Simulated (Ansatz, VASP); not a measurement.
**Two plane-wave programs on TiTe2**

```xyz
3
Lattice="3.7770 0.0000 0.0000 -1.8885 3.2710 0.0000 0.0000 0.0000 6.4980" Properties=species:S:1:pos:R:3 pbc="T T T"
Te    0.0000    2.1807    4.7903
Te    1.8885    1.0903    1.7077
Ti    0.0000    0.0000    0.0000
```

Alike in both runs: task relaxation of cell and atoms; functional RPBE; dispersion D3(BJ); k mesh 8 × 8 × 4; occupations fermi-dirac, width 0.05 eV; no spin polarisation.

|  | VASP | Ansatz |
| --- | --- | --- |
| version | VASP 6.6.1 | Ansatz 0.2.0 |
| potentials or method | VASP PAW PBE potentials, release 64 (Te, Ti_sv) | Ansatz PAW |
| plane-wave cutoff (eV) | 600 | 420 |
| valence electrons in the cell | 24 | 44 |

```csv
,VASP,Ansatz,Ansatz less VASP
relaxed volume (Å³/atom),18.14,18.17,+0.035
relaxed length of the cell vector where the two differ most in proportion (Å),3.237,3.239,+0.0022
```

VASP's potentials were made for PBE, not for RPBE. VASP's potentials hold 24 valence electrons a cell and Ansatz's 44, so a difference there can come from the potentials and not from the codes.

Spin-orbit coupling is off throughout. Noted on VASP's run: the volume moved by over 15 % at a fixed basis, so the end points are rough. Noted on Ansatz's run: the volume moved by over 15 % at a fixed basis, so the end points are rough; the plane-wave basis is chosen anew once the cell has moved, so the energies of steps on either side of that aren't comparable.
